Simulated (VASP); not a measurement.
Input of a VASP 6.6.1 run:

The input INCAR:

```
SYSTEM = C
PREC     = Accurate       ! precision mode
ENCUT    = 520            ! plane-wave cutoff, eV
EDIFF    = 1E-6           ! SCF threshold, eV
ISMEAR   = -1             ! smearing method
SIGMA    = 0.05           ! smearing width, eV
LREAL    = .FALSE.        ! projectors in reciprocal space
LASPH    = .TRUE.         ! aspherical terms in the spheres
NELM     = 100            ! most SCF steps
ALGO     = Normal         ! electronic algorithm
ISIF     = 2              ! what is computed and relaxed
LWAVE    = .FALSE.        ! write WAVECAR
LCHARG   = .FALSE.        ! write CHGCAR
GGA      = PS             ! functional
NBANDS   = 16             ! bands
```

Contents of KPOINTS:

```
regular mesh
0
G
  19 5 11
  0 0 0
```

The input POSCAR:

```
C
1.0
   -0.8531263118      1.4776581173      0.0000000000
    0.0000000000      0.0000000000      6.3117731547
    2.5593789354      1.4776581173      0.0000000000
C
4
Direct
    0.5000000000      0.2500000000      0.1666666670
    0.0000000000      0.2500000000      0.6666666670
    0.0000000000      0.7500000000      0.3333333330
    0.5000000000      0.7500000000      0.8333333330
```

Potentials or basis: VASP PAW PBE potentials, release 64 (C).

Launch:

```sh
$ cat potpaw_PBE.64/C/POTCAR > POTCAR
$ mpirun -np 1 vasp_std > vasp.out
```

Predict the band gap on the k mesh.

zero (bands 8 and 9 overlap by 2.11 eV).

Estimate the pressure.

-1.2 GPa.

Stress tensor (GPa, compression positive):
```
-7.16 -8.95  0.00
-8.95  3.17  0.00
 0.00  0.00  0.47
```

Caveat: the stress differs along the axes, from -7 to 3 GPa; the PAW data sets were made with another functional, which shifts forces and pressure a little.
